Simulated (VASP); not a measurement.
A run of VASP 6.6.1:

The input INCAR:

```
SYSTEM = WS2
  ALGO = Normal
  EDIFF = 1E-6
  ENCUT = 500
  GGA = PE
  GGA_COMPAT = .False.
  ISIF = 2
  ISMEAR = -1
  LASPH = .True.
  LCHARG = .False.
  LREAL = .False.
  LWAVE = .False.
  NBANDS = 64
  NELM = 120
  PREC = Accurate
  SIGMA = 0.05
```

File KPOINTS:

```
k-points
0
Gamma
  10 10 1
  0 0 0
```

The input POSCAR:

```
WS2
1.0
    3.1878218453      0.0000000000      0.0000000000
   -1.5939109227      2.7607347008      0.0000000000
    0.0000000000      0.0000000000     37.8335602173
W S
4 8
Direct
    0.3333333333      0.6666666667      0.5975024700
    0.3333333333      0.6666666667      0.2071091062
    0.6666666667      0.3333333333      0.7928908938
    0.6666666667      0.3333333333      0.4024975300
    0.3333333333      0.6666666667      0.8344161040
    0.3333333333      0.6666666667      0.4440224665
    0.6666666667      0.3333333333      0.6390274614
    0.6666666667      0.3333333333      0.2486356745
    0.3333333333      0.6666666667      0.7513643255
    0.3333333333      0.6666666667      0.3609725386
    0.6666666667      0.3333333333      0.5559775335
    0.6666666667      0.3333333333      0.1655838960
```

Potentials or basis: VASP PAW PBE potentials, release 64 (W_sv, S).

Command:

```sh
$ cat potpaw_PBE.64/W_sv/POTCAR potpaw_PBE.64/S/POTCAR > POTCAR
$ mpirun -np 1 vasp_std > vasp.out
```

Hardware: 1 thread of Intel Xeon 6975P-C, with other jobs on the host.

Q: Estimate the wall time of this run.

A: It took 8.8 min on 1 thread of Intel Xeon 6975P-C (shared host), peak memory 0.53 GiB. Counts: scf iterations 24, k points 14.
